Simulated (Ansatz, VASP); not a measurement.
## FeSi3Ni: VASP beside Ansatz

```
CELL_PARAMETERS angstrom
4.35592 0.00000 0.00000
0.00000 4.35592 0.00000
0.00000 0.00000 4.35592
ATOMIC_POSITIONS crystal
Fe 0.00000 0.00000 0.00000
Si 0.00000 0.50000 0.50000
Si 0.50000 0.00000 0.50000
Si 0.50000 0.50000 0.00000
Ni 0.50000 0.50000 0.50000
```

Change from the starting cell: species swapped into the HoBRh3 type (Pm-3m, No. 221).

Alike in both runs: functional PBE; k mesh 10 × 10 × 10; occupations gaussian, width 0.1 eV; collinear spin.

Ansatz relaxed the structure, and its values are those at the end. VASP's run is a single point on that final structure, the one shown.

```csv
,VASP,Ansatz
version,VASP 6.6.1,Ansatz 0.2.0
potentials or method,"VASP PAW PBE potentials, release 64 (Fe, Si, Ni), cutoff 520 eV","scalar-relativistic, plane waves, PAW"
valence electrons in the cell,30,46
```

|  | VASP | Ansatz | Ansatz less VASP |
| --- | --- | --- | --- |
| gap on the k mesh at the Fermi level (eV) | none | none | - |
| pressure (GPa) | 0.0 | 0.0 | +0.03 |
| net moment per atom (μB) | 0.55 | 0.56 | +0.003 |
| size of the moment on the site where the two differ most (μB) | 2.94 | 3.03 | +0.088 |

Site moments also hang on the region over which each program counts them. A gap of «none» marks a metal or a gap that the smearing closes. With one functional, cell and mesh, what is left measures potentials, basis and numerics. VASP's potentials hold 30 valence electrons a cell and Ansatz's 46, so a difference there can come from the potentials and not from the codes.
